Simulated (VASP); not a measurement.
Mg2As: single point with PBE

Mg2As:

```
As Mg
1.0
    -1.94249    2.84152    6.03308
     1.94249   -2.84152    6.03308
     1.94249    2.84152   -6.03308
As Mg
2 4
Cartesian
  1.9425 0.0000 4.2955
  0.0000 2.8415 1.7376
  0.0000 0.0000 2.3798
  1.9425 1.4494 0.0000
  0.0000 1.3921 6.0331
  0.0000 0.0000 9.6863
```

| Item | Value |
| --- | --- |
| Program | VASP 6.6.1 |
| Task | single point |
| Functional | PBE |
| Potentials or basis | VASP PAW PBE potentials, release 64 (As, Mg) |
| Cutoff | 520 eV |
| k mesh | 8 × 8 × 8 |
| Occupations | fermi-dirac, width 0.05 eV |
| Spin | no spin polarisation |

```json
{
 "Pressure": "-2.1 GPa",
 "Largest force": "0.055 eV/Å",
 "Band gap on the k mesh": "zero (bands 9 and 10 overlap by 0.63 eV)"
}
```

Forces in eV/Å, atoms in the order of the input:
```
As   0.000  0.000  0.047
As   0.000  0.000 -0.047
Mg   0.000  0.000  0.055
Mg   0.000 -0.043  0.000
Mg   0.000  0.043  0.000
Mg   0.000  0.000 -0.055
```

Stress tensor (GPa, compression positive):
```
-2.15  0.00  0.00
 0.00 -1.90  0.00
 0.00  0.00 -2.21
```

Levels at points of the mesh, in eV from the Fermi level:
```csv
k point,band 6,band 7,band 8,band 9,band 10,band 11,band 12,band 13
"(0.00, 0.00, 0.00)",-2.86,-2.30,-0.54,-0.48,1.58,2.05,3.16,4.23
"(0.50, 0.00, 0.00)",-1.50,-0.72,-0.11,-0.06,1.77,2.10,3.09,3.38
"(0.00, 0.50, 0.00)",-2.45,-1.83,-1.11,-0.70,-0.33,0.92,1.64,1.92
"(0.50, 0.50, 0.00)",-3.28,-2.00,-1.58,-1.45,0.69,1.82,2.11,3.68
"(0.50, 0.50, 0.50)",-1.66,-1.61,-1.09,0.30,0.35,1.62,2.07,2.91
```

It took 4.8 min on 1 thread of Intel(R) Xeon(R) 6975P-C (Granite Rapids) (shared host), peak memory 0.53 GiB.
